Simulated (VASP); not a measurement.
Te: single point with r2SCAN

The system is Te.

```
Te
1.0
     3.74230   -2.10435    0.00000
     3.74230    2.10435    0.00000
    -0.09237    0.00000    5.85410
Te
3
Direct
  0.00000 0.00000 0.00000
  0.30945 0.30945 0.33881
  0.69055 0.69055 0.66119
```

```yaml
Program: VASP 6.6.1
Task: single point
Functional: r2SCAN
Potentials_or_basis: VASP PAW PBE potentials, release 64 (Te)
Cutoff: 520 eV
k_mesh: 7 × 7 × 5
Occupations: fermi-dirac, width 0.05 eV
Spin: no spin polarisation
```

The pressure is 3.8 GPa. The largest force is 0.210 eV/Å and the band gap on the k mesh is zero (band 9 reaches 7.23 eV, above the bottom of band 10 at 7.15 eV).

Forces on the atoms (eV/Å):
```
Te   0.000  0.000  0.000
Te   0.196  0.000 -0.074
Te  -0.196  0.000  0.074
```

Stress tensor (GPa, compression positive):
```
 3.36  0.00 -0.10
 0.00  3.70  0.00
-0.10  0.00  4.40
```

Levels at points of the mesh, in eV from the Fermi level:
```csv
k point,band 5,band 6,band 7,band 8,band 9,band 10,band 11,band 12,band 13,band 14
"(0.00, 0.00, 0.00)",-3.16,-2.36,-2.13,-1.92,-1.77,1.02,1.05,1.70,4.92,5.39
```

Wall time 5.1 min on 1 thread of Intel(R) Xeon(R) Platinum 8259CL CPU @ 2.50GHz (Skylake/Cascade Lake) (shared host), peak memory 0.27 GiB.

Caveat: the PAW data sets were made with another functional, which shifts forces and pressure a little; spin-orbit coupling is left out, which moves the levels of the heavy elements.
